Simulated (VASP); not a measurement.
Write the native input for VASP 6.6.1 that does the following.

- Task: single point
- Functional: PBE
- Potentials or basis: VASP PAW PBE potentials, release 64 (Rb_sv)
- Cutoff: 520 eV
- k mesh: 8 × 8 × 8
- Occupations: methfessel-paxton, width 0.01 eV
- Spin: no spin polarisation
- Dipole correction: no
- Further INCAR settings: ALGO = Normal; EDIFF = 1e-06; NBANDS = 10

The structure of Rb lies in POSCAR:

```
Rb
1.0
   -2.8359049291      2.8359049291      2.8359049291
    2.8359049291     -2.8359049291      2.8359049291
    2.8359049291      2.8359049291     -2.8359049291
Rb
1
Direct
    0.0000000000      0.0000000000      0.0000000000
```

These files were run (other wordings do the same):

INCAR

```
PREC = Accurate
ENCUT = 520
EDIFF = 1E-6
ISMEAR = 1
SIGMA = 0.01
LREAL = False
LASPH = True
NELM = 100
ALGO = Normal
ISIF = 2
LWAVE = False
LCHARG = False
GGA = PE
NBANDS = 10
```

KPOINTS

```
regular mesh
0
Gamma
  8 8 8
```

Potentials or basis: VASP PAW PBE potentials, release 64 (Rb_sv).

Launch:

```console
$ cat potpaw_PBE.64/Rb_sv/POTCAR > POTCAR
$ mpirun -np 1 vasp_std > vasp.out
```

Results of the run:

* Pressure: 0.0 GPa

Run time: 35 s on 1 thread of AMD EPYC 7R13, with other jobs on the host, peak memory 0.2 GiB.
